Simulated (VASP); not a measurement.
A run of VASP 6.6.1:

Contents of INCAR:

```
ALGO     = Normal         # electronic algorithm
EDIFF    = 1E-6           # SCF threshold, eV
ENCUT    = 600            # plane-wave cutoff, eV
GGA_COMPAT= False        
ISIF     = 2              # what is computed and relaxed
ISMEAR   = 1              # smearing method
LASPH    = True           # aspherical terms in the spheres
LCHARG   = True           # write CHGCAR
LDAU     = True           # DFT+U
LDAUJ    = 0 0          
LDAUL    = -1 1           # shell
LDAUPRINT= 1            
LDAUTYPE = 2            
LDAUU    = 0 1.3          # U, eV
LELF     = True           # ELF
LREAL    = False          # projectors in reciprocal space
LVHAR    = True         
LWAVE    = False          # write WAVECAR
NBANDS   = 16             # bands
NELM     = 200            # most SCF steps
PREC     = Accurate       # precision mode
SIGMA    = 0.1            # smearing width, eV
```

Contents of KPOINTS:

```
k-points
0
Gamma
  3 3 1
```

Contents of POSCAR:

```
BN
1.0
    2.5539396017      0.0000000000      0.0000000000
   -1.2769698009      2.2117765748      0.0000000000
    0.0000000000      0.0000000000      4.2268550000
B N
2 2
Direct
    0.6666666667      0.3333333333      0.9997240000
    0.3333333333      0.6666666667      0.4997240000
    0.6666666667      0.3333333333      0.6252760000
    0.3333333333      0.6666666667      0.1252760000
```

Potentials or basis: VASP PAW LDA potentials, release 64 (B, N).

Launch:

```sh
$ cat potpaw_LDA.64/B/POTCAR potpaw_LDA.64/N/POTCAR > POTCAR
$ mpirun -np 1 vasp_std > vasp.out
```

Hardware: 1 thread of Intel(R) Xeon(R) Platinum 8259CL CPU @ 2.50GHz (Skylake/Cascade Lake) (shared host).

**Question.** How long does it take, and how much memory?

**Answer.** Wall time 2.1 s on 1 thread of Intel(R) Xeon(R) Platinum 8259CL CPU @ 2.50GHz (Skylake/Cascade Lake), with other jobs on the host, peak memory 0.12 GiB. Counts: scf iterations 12, k points 3.
